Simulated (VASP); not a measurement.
# KAg4Sb3 (P4/mmm) in VASP: relaxation of cell and atoms with PBE

Aim: the relaxation of cell and atoms of KAg4Sb3 with PBE.

All numbers are computed with VASP 6.6.1; they aren't measurements. Logs are shortened: lines on timing, memory, paths and dates and some standing lists are left out, and cuts for length are marked.

## Step 1: The cell of the first run

It takes space group P4/mmm (No. 123, tetragonal). Conventional cell: a = 4.500 Å, b = 4.500 Å, c = 10.436 Å, α = 90.00°, β = 90.00°, γ = 90.00°. Within 4.8 Å of K (site symmetry 4/mmm) lie 8 Sb at 3.63 Å and 8 Ag at 4.10 Å and 4 K at 4.50 Å. Ag (site symmetry 2mm) has 4 Sb at 2.81 to 2.87 Å and 5 Ag at 3.18 to 3.57 Å within 3.7 Å. Within 3.7 Å of Sb (site symmetry 4mm) lie 4 Ag at 2.81 Å and 1 Sb at 3.50 Å and 4 K at 3.63 Å. Sb (site symmetry 4/mmm) has 8 Ag at 2.87 Å within 3.8 Å.

The cell was generated, and may not be a known phase.

## Step 2: Relaxation of cell and atoms, PBE

Contents of INCAR:

```
SYSTEM = KAg4Sb3
PREC     = Accurate       ! precision mode
ENCUT    = 600            ! plane-wave cutoff, eV
EDIFF    = 1E-7           ! SCF threshold, eV
ISMEAR   = 0              ! smearing method
SIGMA    = 0.1            ! smearing width, eV
LREAL    = .FALSE.        ! projectors in reciprocal space
LASPH    = .TRUE.         ! aspherical terms in the spheres
NELM     = 100            ! most SCF steps
ALGO     = Fast           ! electronic algorithm
ISIF     = 3              ! what is computed and relaxed
LWAVE    = .FALSE.        ! write WAVECAR
LCHARG   = .FALSE.        ! write CHGCAR
GGA      = PE             ! functional
IBRION   = 2              ! ionic algorithm
NSW      = 100            ! ionic steps
EDIFFG   = -0.01          ! ionic threshold
```

Contents of KPOINTS:

```
Automatic mesh
0
G
  8 8 4
  0 0 0
```

Contents of POSCAR:

```
KAg4Sb3
1.0
    4.5000294069      0.0000000000      0.0000000000
    0.0000000000      4.5000294069      0.0000000000
    0.0000000000      0.0000000000     10.4362449395
K Ag Sb
1 4 3
Direct
    0.0000000000      0.0000000000      0.5000000000
    0.0000000000      0.5000000000      0.1710839117
    0.5000000000      0.0000000000      0.1710839117
    0.0000000000      0.5000000000      0.8289160883
    0.5000000000      0.0000000000      0.8289160883
    0.5000000000      0.5000000000      0.3323431820
    0.5000000000      0.5000000000      0.6676568180
    0.0000000000      0.0000000000      0.0000000000
```

Potentials or basis: VASP PAW PBE potentials, release 64 (K_sv, Ag, Sb).

Run with:

```bash
> cat potpaw_PBE.64/K_sv/POTCAR potpaw_PBE.64/Ag/POTCAR potpaw_PBE.64/Sb/POTCAR > POTCAR
> mpirun -np 1 vasp_std > vasp.out
```

OUTCAR:

```text
SYSTEM = KAg4Sb3
   PREC = Accurate
   ENCUT = 600
   EDIFF = 1E-7
   ISMEAR = 0
   LREAL = .FALSE.
   LASPH = .TRUE.
   NELM = 100
   ISIF = 3
   GGA = PE
   IBRION = 2
   NSW = 100
   EDIFFG = -0.01

 ion  position               nearest neighbor table
   1  0.000  0.000  0.500-   6 3.63   7 3.63   6 3.63   7 3.63   6 3.63   7 3.63   6 3.63   7 3.63

   2  0.000  0.500  0.171-   6 2.81   6 2.81   8 2.87   8 2.87   3 3.18   3 3.18   3 3.18   3 3.18
                             4 3.57
   3  0.500  0.000  0.171-   6 2.81   6 2.81   8 2.87   8 2.87   2 3.18   2 3.18   2 3.18   2 3.18
                             5 3.57
   4  0.000  0.500  0.829-   7 2.81   7 2.81   8 2.87   8 2.87   5 3.18   5 3.18   5 3.18   5 3.18
                             2 3.57
   5  0.500  0.000  0.829-   7 2.81   7 2.81   8 2.87   8 2.87   4 3.18   4 3.18   4 3.18   4 3.18
                             3 3.57
   6  0.500  0.500  0.332-   2 2.81   3 2.81   3 2.81   2 2.81   7 3.50   1 3.63   1 3.63   1 3.63
                             1 3.63
   7  0.500  0.500  0.668-   4 2.81   5 2.81   5 2.81   4 2.81   6 3.50   1 3.63   1 3.63   1 3.63
                             1 3.63
   8  0.000  0.000  0.000-   2 2.87   3 2.87   4 2.87   5 2.87   2 2.87   4 2.87   3 2.87   5 2.87

  LATTYP: Found a simple tetragonal cell.
 ALAT       =     4.5000294069
 C/A-ratio  =     2.3191503868

  Lattice vectors:

 A1 = (   4.5000294069,   0.0000000000,   0.0000000000)
 A2 = (   0.0000000000,   4.5000294069,   0.0000000000)
 A3 = (   0.0000000000,   0.0000000000,  10.4362449395)

Analysis of symmetry for initial positions (statically):
=====================================================================
 Subroutine PRICEL returns:
 Original cell was already a primitive cell.

 Routine SETGRP: Setting up the symmetry group for a
 simple tetragonal supercell.

 Subroutine GETGRP returns: Found 16 space group operations
 (whereof 16 operations were pure point group operations)
 out of a pool of 16 trial point group operations.

The static configuration has the point symmetry D_4h.

Analysis of symmetry for dynamics (positions and initial velocities):
=====================================================================
 Subroutine PRICEL returns:
 Original cell was already a primitive cell.

 Routine SETGRP: Setting up the symmetry group for a
 simple tetragonal supercell.

 Subroutine GETGRP returns: Found 16 space group operations
 (whereof 16 operations were pure point group operations)
 out of a pool of 16 trial point group operations.

The dynamic configuration has the point symmetry D_4h.

 Subroutine INISYM returns: Found 16 space group operations
 (whereof 16 operations are pure point group operations),
 and found     1 'primitive' translations

----------------------------------------------------------------------------------------

                                     Primitive cell

  volume of cell :     211.3367

  direct lattice vectors                    reciprocal lattice vectors
     4.500029407  0.000000000  0.000000000     0.222220770  0.000000000  0.000000000
     0.000000000  4.500029407  0.000000000     0.000000000  0.222220770  0.000000000
     0.000000000  0.000000000 10.436244939     0.000000000  0.000000000  0.095819905

  length of vectors
     4.500029407  4.500029407 10.436244939     0.222220770  0.222220770  0.095819905

  position of ions in fractional coordinates (direct lattice)
     0.000000000  0.000000000  0.500000000
     0.000000000  0.500000000  0.171083912
     0.500000000  0.000000000  0.171083912
     0.000000000  0.500000000  0.828916088
     0.500000000  0.000000000  0.828916088
     0.500000000  0.500000000  0.332343182
     0.500000000  0.500000000  0.667656818
     0.000000000  0.000000000  0.000000000

  ion indices of the primitive-cell ions
   primitive index   ion index
                 1           1
                 2           2
                 3           3
                 4           4
                 5           5
                 6           6
                 7           7
                 8           8

----------------------------------------------------------------------------------------

 KPOINTS: Automatic mesh

Automatic generation of k-mesh.
 Grid dimensions read from file:
 generate k-points for:    8    8    4

 Generating k-lattice:

  Cartesian coordinates                     Fractional coordinates (reciprocal lattice)
     0.027777596  0.000000000  0.000000000     0.125000000  0.000000000  0.000000000
     0.000000000  0.027777596  0.000000000     0.000000000  0.125000000  0.000000000
     0.000000000  0.000000000  0.023954976     0.000000000  0.000000000  0.250000000

  Length of vectors
     0.027777596  0.027777596  0.023954976

  Shift w.r.t. Gamma in fractional coordinates (k-lattice)
     0.000000000  0.000000000  0.000000000

 Subroutine IBZKPT returns following result:
 ===========================================

 Found     45 irreducible k-points:

 Following reciprocal coordinates:
            Coordinates               Weight
  0.000000  0.000000  0.000000      1.000000
  0.125000  0.000000  0.000000      4.000000
  0.250000  0.000000  0.000000      4.000000
  0.375000  0.000000  0.000000      4.000000
  0.500000  0.000000  0.000000      2.000000
  0.125000  0.125000  0.000000      4.000000
[... 16 lines left out ...]
  0.375000  0.125000  0.250000     16.000000
  0.500000  0.125000  0.250000      8.000000
 [... further k-points ...]
   k-points           NKPTS =     45   k-points in BZ     NKDIM =     45   number of bands    NBANDS=     40
   number of dos      NEDOS =    301   number of ions     NIONS =      8
   total plane-waves  NPLWV = 108864
   dimension x,y,z NGX =    36 NGY =   36 NGZ =   84
   dimension x,y,z NGXF=    72 NGYF=   72 NGZF=  168
   ions per type =               1   4   3
   NGX,Y,Z   is equivalent  to a cutoff of  13.30, 13.30, 13.38 a.u.
   NGXF,Y,Z  is equivalent  to a cutoff of  26.60, 26.60, 26.76 a.u.
 SYSTEM =  KAg4Sb3
   PREC   = accura    normal or accurate (medium, high low for compatibility)
   ISTART =      0    job   : 0-new  1-cont  2-samecut
   ICHARG =      2    charge: 1-file 2-atom 10-const
   ISPIN  =      1    spin polarized calculation?
   LNONCOLLINEAR =      F non collinear calculations
   LSORBIT =      F    spin-orbit coupling
   LASPH  =      T    aspherical Exc in radial PAW
   ENCUT  =  600.0 eV  44.10 Ry    6.64 a.u.   8.99  8.99 20.84*2*pi/ulx,y,z
   NELM   =    100;   NELMIN=  2; NELMDL= -5     # of ELM steps
   EDIFF  = 0.1E-06   stopping-criterion for ELM
   LREAL  =      F    real-space projection
   EDIFFG = -.1E-01   stopping-criterion for IOM
   NSW    =    100    number of steps for IOM
   IBRION =      2    ionic relax: 0-MD 1-quasi-New 2-CG
   NFREE  =      1    steps in history (QN), initial steepest desc. (CG)
   ISIF   =      3    stress and relaxation
   ISYM   =      2    0-nonsym 1-usesym 2-fastsym
   POTIM  = 0.5000    time-step for ionic-motion
   TEBEG  =    0.0;   TEEND  =   0.0 temperature during run
   PSTRESS=    0.0 pullay stress
   NELECT =      68.0000    total number of electrons
   NUPDOWN=      -1.0000    fix difference up-down
   EMIN   =  10.00;   EMAX   =-10.00  energy-range for DOS
   EFERMI =   0.00;   METHOD = LEGACY
   ISMEAR =     0;   SIGMA  =   0.10  broadening in eV -4-tet -1-fermi 0-gaus
   EFERMI_NEDOS =   21; number of points for ismear=-14 and -15
   IALGO  =     68    algorithm
   IMIX   =      4    mixing-type and parameters
     AMIX     =   0.40;   BMIX     =  1.00
     AMIX_MAG =   1.60;   BMIX_MAG =  1.00
  volume/ion in A,a.u.               =      26.42       178.27
  Fermi-wavevector in a.u.,A,eV,Ry     =   1.121810  2.119914 17.122370  1.258459
  Thomas-Fermi vector in A             =   2.258466
   LORBIT       =      0    0 simple, 1 ext, 2 COOP (PROOUT), +10 PAW based schemes
   GGA     = PE    functional components
   LHFCALC =     F    Hartree Fock is set to
   AEXX    =    0.0000 exact exchange contribution
   IVDW    =     0    specifies the selected vdW correction
   LEPSILON=     F    determine dielectric tensor
   LRPA    =     F    only Hartree local field effects (RPA)
 conjugate gradient relaxation of ions
 non-spin polarized calculation
 RMM-DIIS sequential band-by-band and
 Gauss-broadening in eV      SIGMA  =   0.10
  energy-cutoff  :      600.00
  volume of cell :      211.34
 maximum number of plane-waves:      7096
 NGX is ok and might be reduce to    36
   NGX = 17   NGY = 17   NGZ = 41

--------------------------------------- Ionic step        1  -------------------------------------------

 number of electron      68.0000001 magnetization

 Free energy of the ion-electron system (eV)
  ---------------------------------------------------
  ext. energy  EPLUGINS =         0.00000000
  ---------------------------------------------------
  free energy    TOTEN  =       -24.56182752 eV

  energy without entropy =      -24.53424925  energy(sigma->0) =      -24.54803838

------------------------ aborting loop because EDIFF is reached ----------------------------------------

  FORCE on cell =-STRESS in cart. coord.  units (eV):
  Direction    XX          YY          ZZ          XY          YZ          ZX
  --------------------------------------------------------------------------------------
  -------------------------------------------------------------------------------------
  Total        1.2641959      1.2641959     -1.4798919      0.0000000      0.0000000      0.0000000
  in kB        9.5840701      9.5840701    -11.2192960      0.0000000      0.0000000      0.0000000
  external PRESSURE =       2.6496147 kB  Pullay stress =       0.0000000 kB
[... 107 lines left out ...]
  FREE ENERGIE OF THE ION-ELECTRON SYSTEM (eV)
  ---------------------------------------------------
  free  energy   TOTEN  =       -24.6988157964 eV

  energy  without entropy=      -24.6723995735  energy(sigma->0) =      -24.68560768

 E-fermi :   4.8133     XC(G=0):  -9.4013

 val. band max:        4.8085097710   @ k =   0.1250   0.1250   0.0000
 cond. band min:       4.8186860339   @ k =   0.1250   0.0000   0.0000
 fundamental gap:      0.0101762630
 Fermi energy:         4.8132901810

 k-point     1 :       0.0000    0.0000    0.0000
  band No.  band energies     occupation
      1     -25.6607      2.00000
      2      -9.1675      2.00000
      3      -9.1655      2.00000
      4      -9.1655      2.00000
      5      -5.3137      2.00000
      6      -4.6193      2.00000
[... 1021 lines left out ...]
     39       8.3445      0.00000
     40       8.4039      0.00000

 [... further k-points ...]

[... ionic steps 4 to 19 ...]

--------------------------------------- Ionic step       20  -------------------------------------------

 number of electron      67.9999990 magnetization

------------------------ aborting loop because EDIFF is reached ----------------------------------------

  FORCE on cell =-STRESS in cart. coord.  units (eV):
  Direction    XX          YY          ZZ          XY          YZ          ZX
  --------------------------------------------------------------------------------------
  -------------------------------------------------------------------------------------
  Total        0.0124200      0.0124200     -0.0942836      0.0000000     -0.0000000      0.0000000
  in kB        0.0945390      0.0945390     -0.7176730      0.0000000     -0.0000000      0.0000000
  external PRESSURE =      -0.1761983 kB  Pullay stress =       0.0000000 kB
[... 69 lines left out ...]
  energy  without entropy=      -25.0631323993  energy(sigma->0) =      -25.07150836

--------------------------------------- Ionic step       22  -------------------------------------------

 number of electron      67.9999994 magnetization

 Free energy of the ion-electron system (eV)
  ---------------------------------------------------
  ext. energy  EPLUGINS =         0.00000000
  ---------------------------------------------------
  free energy    TOTEN  =       -25.08007774 eV

  energy without entropy =      -25.06282620  energy(sigma->0) =      -25.07145197

 E-fermi :   5.4776     XC(G=0):  -9.6965

 val. band max:        5.4654050460   @ k =   0.3750   0.1250   0.2500
 cond. band min:       5.4828515289   @ k =   0.1250   0.1250   0.0000
 fundamental gap:      0.0174464829
 Fermi energy:         5.4775570868

 k-point     1 :       0.0000    0.0000    0.0000
  band No.  band energies     occupation
      1     -24.9909      2.00000
      2      -8.5110      2.00000
      3      -8.5086      2.00000
      4      -8.5086      2.00000
      5      -5.0683      2.00000
      6      -4.2349      2.00000
[... 1021 lines left out ...]
     39       8.8931      0.00000
     40       9.1352      0.00000

 [... further k-points ...]

------------------------ aborting loop because EDIFF is reached ----------------------------------------

  FORCE on cell =-STRESS in cart. coord.  units (eV):
  Direction    XX          YY          ZZ          XY          YZ          ZX
  --------------------------------------------------------------------------------------
  -------------------------------------------------------------------------------------
  Total       -0.0327176     -0.0327176     -0.0400423      0.0000000      0.0000000      0.0000000
  in kB       -0.2489338     -0.2489338     -0.3046643      0.0000000      0.0000000      0.0000000
  external PRESSURE =      -0.2675106 kB  Pullay stress =       0.0000000 kB
[... 23 lines left out ...]
  FREE ENERGIE OF THE ION-ELECTRON SYSTEM (eV)
  ---------------------------------------------------
  free  energy   TOTEN  =       -25.0800777378 eV

  energy  without entropy=      -25.0628262001  energy(sigma->0) =      -25.07145197

 reached required accuracy - stopping structural energy minimisation
```

Wall time 1.6 h (1 thread of AMD EPYC 9R45 (Zen 5), shared host); peak memory 0.62 GiB.

What came out:

| Property | Result |
| --- | --- |
| Free energy | -25.0801 eV |
| Relaxed volume | 26.32 Å³/atom |
| Relaxed cell | a = 4.892 Å, b = 4.892 Å, c = 8.800 Å, α = 90.00°, β = 90.00°, γ = 90.00° |
| Space group after relaxing (to 0.1 Å) | P4/mmm (No. 123) |
| Energy gained by relaxing | 64.8 meV/atom |
| Ionic steps | 22 |
| Pressure after relaxing | 0.0 GPa |
| Band gap on the k mesh | zero (bands 34 and 35 overlap by 2.62 eV) |

Forces on the atoms (eV/Å):
```
K    0.000  0.000  0.000
Ag   0.000  0.000  0.000
Ag   0.000  0.000  0.000
Ag   0.000  0.000  0.000
Ag   0.000  0.000  0.000
Sb   0.000  0.000 -0.002
Sb   0.000  0.000  0.002
Sb   0.000  0.000  0.000
```

Step by step:
| step | energy change (eV) | largest force (eV/Å) | pressure (GPa) | volume (Å³) |
| --- | --- | --- | --- | --- |
| 1 | 0.0000 | 0.1107 | 0.26 | 211.34 |
| 2 | -0.0336 | 0.1017 | -0.09 | 212.66 |
| 3 | -0.1370 | 0.2629 | -1.00 | 216.41 |
| 4 | -0.3250 | 0.2123 | -2.42 | 222.94 |
| 5 | -0.3546 | 0.0117 | -2.86 | 225.54 |
| 6 | -0.3475 | 0.1203 | -2.68 | 224.37 |
| 7 | -0.3594 | 0.0936 | -2.65 | 224.20 |
| 8 | -0.3891 | 0.0104 | -2.56 | 223.64 |
| 9 | -0.4155 | 0.3258 | -2.29 | 222.38 |
| 10 | -0.4380 | 0.3001 | -2.05 | 220.85 |
| 11 | -0.4893 | 0.2200 | -1.25 | 216.32 |
| 12 | -0.5110 | 0.0153 | 0.68 | 207.43 |
| 13 | -0.5168 | 0.0894 | 0.00 | 210.29 |
| 14 | -0.5168 | 0.0836 | 0.05 | 210.05 |
| 15 | -0.5170 | 0.0713 | 0.05 | 210.09 |
| 16 | -0.5174 | 0.0354 | 0.03 | 210.20 |
| 17 | -0.5175 | 0.0338 | -0.01 | 210.42 |
| 18 | -0.5176 | 0.0068 | 0.00 | 210.33 |
| 19 | -0.5178 | 0.0054 | 0.00 | 210.37 |
| 20 | -0.5182 | 0.0015 | -0.02 | 210.48 |
| 21 | -0.5181 | 0.0065 | -0.05 | 210.71 |
| 22 | -0.5183 | 0.0025 | -0.03 | 210.58 |

Final structure:
```cif
data_structure
_symmetry_space_group_name_H-M 'P 1'
_symmetry_Int_Tables_number 1
_cell_length_a 4.8918
_cell_length_b 4.8918
_cell_length_c 8.7999
_cell_angle_alpha 90.000
_cell_angle_beta 90.000
_cell_angle_gamma 90.000
_cell_volume 210.58
loop_
_atom_site_label
_atom_site_type_symbol
_atom_site_fract_x
_atom_site_fract_y
_atom_site_fract_z
_atom_site_occupancy
K1 K 0.00000 0.00000 0.50000 1
Ag1 Ag 0.00000 0.50000 0.17496 1
Ag2 Ag 0.50000 0.00000 0.17496 1
Ag3 Ag 0.00000 0.50000 0.82504 1
Ag4 Ag 0.50000 0.00000 0.82504 1
Sb1 Sb 0.50000 0.50000 0.33704 1
Sb2 Sb 0.50000 0.50000 0.66296 1
Sb3 Sb 0.00000 0.00000 0.00000 1
```

Caveat: a cell axis changed by over 15 % at a fixed basis, so the end point is rough; spin-orbit coupling is left out, which moves the levels of the heavy elements.
